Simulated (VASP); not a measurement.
# Ir (Cmce) in VASP: relaxation of cell and atoms with PBEsol

Aim: the relaxation of cell and atoms of Ir with PBEsol.

Program: VASP 6.6.1. These are calculated values, not measurements. Logs are shortened: lines on timing, memory, paths and dates and some standing lists are left out, and cuts for length are marked.

## Step 1: The cell of the first run

It takes space group Cmce (No. 64, orthorhombic). Conventional cell: a = 3.055 Å, b = 9.692 Å, c = 4.043 Å, α = 90.00°, β = 90.00°, γ = 90.00°. Within 2.7 Å of Ir (site symmetry m) lie 3 Ir at 2.00 to 2.03 Å.

## Step 2: Relaxation of cell and atoms, PBEsol

Input file INCAR:

```
SYSTEM = Ir
PREC = Accurate
ENCUT = 600
EDIFF = 1E-6
ISMEAR = 0
SIGMA = 0.1
LREAL = .False.
LASPH = .True.
NELM = 100
ALGO = Normal
ISIF = 3
LWAVE = .False.
LCHARG = .False.
GGA = PS
IBRION = 2
NSW = 90
EDIFFG = -0.04
```

Input file KPOINTS:

```
regular mesh
0
Gamma
  6 6 4
  0 0 0
```

Input file POSCAR:

```
Ir
1.0
    1.5276580251     -4.8460450948      0.0000000000
    1.5276580251      4.8460450948      0.0000000000
    0.0000000000      0.0000000000      4.0429861934
Ir
4
Direct
    0.0980000000      0.9020000000      0.9100000000
    0.5980000000      0.4020000000      0.5900000000
    0.9020000000      0.0980000000      0.0900000000
    0.4020000000      0.5980000000      0.4100000000
```

Potentials or basis: VASP PAW PBE potentials, release 64 (Ir).

Launch:

```
cat potpaw_PBE.64/Ir/POTCAR > POTCAR
mpirun -np 1 vasp_std > vasp.out
```

OUTCAR:

```text
SYSTEM = Ir
   PREC = Accurate
   ENCUT = 600
   EDIFF = 1E-6
   ISMEAR = 0
   LREAL = .False.
   LASPH = .True.
   NELM = 100
   ISIF = 3
   GGA = PS
   IBRION = 2
   NSW = 90
   EDIFFG = -0.04

 ion  position               nearest neighbor table
   1  0.098  0.902  0.910-   2 2.00   2 2.00   3 2.03   2 3.15   2 3.15   4 3.17   4 3.17   4 3.17
                             4 3.17   3 3.40   3 3.40
   2  0.598  0.402  0.590-   1 2.00   1 2.00   4 2.03   1 3.15   1 3.15   3 3.17   3 3.17   3 3.17
                             3 3.17   4 3.40   4 3.40
   3  0.902  0.098  0.090-   4 2.00   4 2.00   1 2.03   4 3.15   4 3.15   2 3.17   2 3.17   2 3.17
                             2 3.17   1 3.40   1 3.40
   4  0.402  0.598  0.410-   3 2.00   3 2.00   2 2.03   3 3.15   3 3.15   1 3.17   1 3.17   1 3.17
                             1 3.17   2 3.40   2 3.40

  LATTYP: Found a base centered orthorhombic cell.
 ALAT       =     3.0553160502
 B/A-ratio  =     3.1722054381
 C/A-ratio  =     1.3232628399

  Lattice vectors:

 A1 = (   1.5276580251,  -4.8460450948,   0.0000000000)
 A2 = (   1.5276580251,   4.8460450948,   0.0000000000)
 A3 = (   0.0000000000,   0.0000000000,   4.0429861934)

Analysis of symmetry for initial positions (statically):
=====================================================================
 Subroutine PRICEL returns:
 Original cell was already a primitive cell.

 Routine SETGRP: Setting up the symmetry group for a
 base centered orthorhombic supercell.

 Subroutine GETGRP returns: Found  8 space group operations
 (whereof  4 operations were pure point group operations)
 out of a pool of  8 trial point group operations.

The static configuration has the point symmetry C_2h.
 The point group associated with its full space group is D_2h.

Analysis of symmetry for dynamics (positions and initial velocities):
=====================================================================
 Subroutine PRICEL returns:
 Original cell was already a primitive cell.

 Routine SETGRP: Setting up the symmetry group for a
 base centered orthorhombic supercell.

 Subroutine GETGRP returns: Found  8 space group operations
 (whereof  4 operations were pure point group operations)
 out of a pool of  8 trial point group operations.

The dynamic configuration has the point symmetry C_2h.
 The point group associated with its full space group is D_2h.

 Subroutine INISYM returns: Found  8 space group operations
 (whereof  4 operations are pure point group operations),
 and found     1 'primitive' translations

----------------------------------------------------------------------------------------

                                     Primitive cell

  volume of cell :      59.8613

  direct lattice vectors                    reciprocal lattice vectors
[... 80 lines left out ...]
   NGXF,Y,Z  is equivalent  to a cutoff of  27.48, 27.48, 26.32 a.u.
 SYSTEM =  Ir
   PREC   = accura    normal or accurate (medium, high low for compatibility)
   ISTART =      0    job   : 0-new  1-cont  2-samecut
   ICHARG =      2    charge: 1-file 2-atom 10-const
   ISPIN  =      1    spin polarized calculation?
   LNONCOLLINEAR =      F non collinear calculations
   LSORBIT =      F    spin-orbit coupling
   LASPH  =      T    aspherical Exc in radial PAW
   ENCUT  =  600.0 eV  44.10 Ry    6.64 a.u.  10.15 10.15  8.07*2*pi/ulx,y,z
   NELM   =    100;   NELMIN=  2; NELMDL= -5     # of ELM steps
   EDIFF  = 0.1E-05   stopping-criterion for ELM
   LREAL  =      F    real-space projection
   EDIFFG = -.4E-01   stopping-criterion for IOM
   NSW    =     90    number of steps for IOM
   IBRION =      2    ionic relax: 0-MD 1-quasi-New 2-CG
   NFREE  =      1    steps in history (QN), initial steepest desc. (CG)
   ISIF   =      3    stress and relaxation
   ISYM   =      2    0-nonsym 1-usesym 2-fastsym
   POTIM  = 0.5000    time-step for ionic-motion
   TEBEG  =    0.0;   TEEND  =   0.0 temperature during run
   PSTRESS=    0.0 pullay stress
   NELECT =      36.0000    total number of electrons
   NUPDOWN=      -1.0000    fix difference up-down
   EMIN   =  10.00;   EMAX   =-10.00  energy-range for DOS
   EFERMI =   0.00;   METHOD = LEGACY
   ISMEAR =     0;   SIGMA  =   0.10  broadening in eV -4-tet -1-fermi 0-gaus
   EFERMI_NEDOS =   21; number of points for ismear=-14 and -15
   IALGO  =     38    algorithm
   IMIX   =      4    mixing-type and parameters
     AMIX     =   0.40;   BMIX     =  1.00
     AMIX_MAG =   1.60;   BMIX_MAG =  1.00
  volume/ion in A,a.u.               =      14.97       100.99
  Fermi-wavevector in a.u.,A,eV,Ry     =   1.381848  2.611315 25.980390  1.909505
  Thomas-Fermi vector in A             =   2.506595
   LORBIT       =      0    0 simple, 1 ext, 2 COOP (PROOUT), +10 PAW based schemes
   GGA     = PS    functional components
   LHFCALC =     F    Hartree Fock is set to
   AEXX    =    0.0000 exact exchange contribution
   IVDW    =     0    specifies the selected vdW correction
   LEPSILON=     F    determine dielectric tensor
   LRPA    =     F    only Hartree local field effects (RPA)
 conjugate gradient relaxation of ions
 non-spin polarized calculation
 Gauss-broadening in eV      SIGMA  =   0.10
  energy-cutoff  :      600.00
  volume of cell :       59.86
 maximum number of plane-waves:      2016
 NGX is ok and might be reduce to    42
   NGX = 21   NGY = 21   NGZ = 17

--------------------------------------- Ionic step        1  -------------------------------------------

 number of electron      35.9999999 magnetization

 Free energy of the ion-electron system (eV)
  ---------------------------------------------------
  ext. energy  EPLUGINS =         0.00000000
  ---------------------------------------------------
  free energy    TOTEN  =       -18.44070761 eV

  energy without entropy =      -18.42228102  energy(sigma->0) =      -18.43149431

 E-fermi :  10.3773     XC(G=0): -13.3015

 val. band max:       10.3767160210   @ k =   0.1667  -0.0000   0.2500
 cond. band min:      10.3878195191   @ k =   0.0000   0.0000   0.2500
 fundamental gap:      0.0111034981
 Fermi energy:        10.3773218470
[... 2535 lines left out ...]
     21       4.5754      0.00000
     22       4.6157      0.00000

 [... further k-points ...]

[... ionic steps 4 to 28 ...]

--------------------------------------- Ionic step       29  -------------------------------------------

 number of electron      35.9999998 magnetization

------------------------ aborting loop because EDIFF is reached ----------------------------------------
[... 71 lines left out ...]
--------------------------------------- Ionic step       31  -------------------------------------------

 number of electron      35.9999997 magnetization

 Free energy of the ion-electron system (eV)
  ---------------------------------------------------
  ext. energy  EPLUGINS =         0.00000000
  ---------------------------------------------------
  free energy    TOTEN  =       -37.64337142 eV

  energy without entropy =      -37.62051931  energy(sigma->0) =      -37.63194536

 E-fermi :   9.0850     XC(G=0): -13.7412

 val. band max:        9.0689716367   @ k =   0.0000   0.0000   0.0000
 cond. band min:       9.0858910220   @ k =   0.5000  -0.0000   0.5000
 fundamental gap:      0.0169193854
 Fermi energy:         9.0849717382
[... 631 lines left out ...]
  FREE ENERGIE OF THE ION-ELECTRON SYSTEM (eV)
  ---------------------------------------------------
  free  energy   TOTEN  =       -37.6433714158 eV

  energy  without entropy=      -37.6205193086  energy(sigma->0) =      -37.63194536

 reached required accuracy - stopping structural energy minimisation
```

CONTCAR:

```text
Ir
   1.00000000000000
     1.3363625514460069   -4.8777050092370695   -0.0000000000000000
     1.3363625514460069    4.8777050092370695    0.0000000000000000
     0.0000000000000000   -0.0000000000000000    4.5729956066025386
  Ir
     4
Direct
     0.1281488491287598    0.8718511508712401    0.9998678191075229
     0.6281488491287599    0.3718511508712402    0.5001321808924771
     0.8718511508712401    0.1281488491287598    0.0001321808924771
     0.3718511508712402    0.6281488491287599    0.4998678191075230

  0.00000000E+00  0.00000000E+00  0.00000000E+00
  0.00000000E+00  0.00000000E+00  0.00000000E+00
  0.00000000E+00  0.00000000E+00  0.00000000E+00
  0.00000000E+00  0.00000000E+00  0.00000000E+00
```

Wall time 43 min (1 thread of Intel Xeon Platinum 8488C (Sapphire Rapids), shared host); peak memory 0.26 GiB.

Results:

| Quantity | Value |
| --- | --- |
| Free energy | -37.6434 eV |
| Relaxed volume | 14.90 Å³/atom |
| Relaxed cell | a = 5.057 Å, b = 5.057 Å, c = 4.573 Å, α = 90.00°, β = 90.00°, γ = 149.36° |
| Space group after relaxing (to 0.05 Å) | Fmmm (No. 69) |
| Energy gained by relaxing | 4800.7 meV/atom |
| Ionic steps | 31 |
| Pressure after relaxing | -0.2 GPa |
| Largest force after relaxing | 0.025 eV/Å |

Forces on the atoms (eV/Å):
```
Ir   0.000  0.023  0.010
Ir   0.000  0.023 -0.010
Ir   0.000 -0.023 -0.010
Ir   0.000 -0.023  0.010
```

The path:
```tsv
step	energy change (eV)	largest force (eV/Å)	pressure (GPa)	volume (Å³)
1	0.0000	21.1549	178.29	59.86
2	13.3895	1.4482	-11.90	345.76
3	9.0060	1.9239	-10.10	262.32
4	7.3108	2.0806	-12.14	227.43
5	-3.2319	1.0609	-33.42	125.90
6	-12.1446	0.5442	-44.42	88.91
7	-16.1100	0.3030	-30.88	73.45
8	-16.7757	2.3676	-7.03	66.43
9	-16.7808	2.1263	-9.79	67.01
10	-16.7808	2.1863	-9.11	66.86
11	-17.6946	1.9475	8.05	60.35
12	-17.7324	1.7684	16.20	58.72
13	-18.0542	0.1571	10.98	58.96
14	-18.0711	0.5550	10.56	59.02
15	-18.2442	0.4596	-2.03	60.96
16	-18.2841	0.4007	-12.28	62.89
17	-18.3964	0.4006	-14.09	63.09
18	-18.6898	0.3276	-18.18	63.55
19	-18.8288	0.2466	-19.46	64.10
20	-18.8740	0.2114	-20.19	63.88
21	-19.1562	0.2180	-7.34	61.02
22	-19.1713	0.2500	-3.28	60.30
23	-19.1713	0.2541	-2.86	60.22
24	-19.1898	0.2131	-1.73	59.96
25	-19.1994	0.1706	-0.08	59.62
26	-19.1994	0.1685	0.01	59.59
27	-19.2006	0.1335	0.05	59.58
28	-19.2022	0.0636	0.16	59.56
29	-19.2013	0.1150	0.44	59.50
30	-19.2025	0.0418	0.27	59.54
31	-19.2027	0.0251	-0.19	59.62
```

Final structure:
```cif
data_structure
_symmetry_space_group_name_H-M 'P 1'
_symmetry_Int_Tables_number 1
_cell_length_a 5.0575
_cell_length_b 5.0575
_cell_length_c 4.5730
_cell_angle_alpha 90.000
_cell_angle_beta 90.000
_cell_angle_gamma 149.357
_cell_volume 59.62
loop_
_atom_site_label
_atom_site_type_symbol
_atom_site_fract_x
_atom_site_fract_y
_atom_site_fract_z
_atom_site_occupancy
Ir1 Ir 0.12815 0.87185 0.99987 1
Ir2 Ir 0.62815 0.37185 0.50013 1
Ir3 Ir 0.87185 0.12815 0.00013 1
Ir4 Ir 0.37185 0.62815 0.49987 1
```

Levels at points of the mesh, in eV from the Fermi level:
| k point | band 16 | band 17 | band 18 | band 19 | band 20 | band 21 |
| --- | --- | --- | --- | --- | --- | --- |
| (0.00, 0.00, 0.00) | -0.98 | -0.51 | -0.49 | -0.02 | 1.04 | 1.93 |
| (0.50, 0.00, 0.00) | -1.39 | -0.57 | -0.57 | 1.27 | 1.27 | 3.75 |
| (0.50, 0.50, 0.00) | -1.28 | -0.47 | 0.42 | 1.02 | 1.67 | 1.78 |
| (0.00, 0.00, 0.50) | -1.08 | -0.75 | -0.75 | -0.40 | -0.40 | -0.25 |
| (0.50, 0.00, 0.50) | 0.00 | 1.82 | 1.82 | 1.96 | 1.96 | 3.28 |
| (0.50, 0.50, 0.50) | -1.36 | -1.03 | -1.03 | -0.65 | -0.65 | -0.51 |

Caveat: the k points lie up to 0.41 Å⁻¹ apart in the final cell; the bands computed are all filled at some k points, so no gap is given; the PAW data sets were made with another functional, which shifts forces and pressure a little; spin-orbit coupling is left out, which moves the levels of the heavy elements.
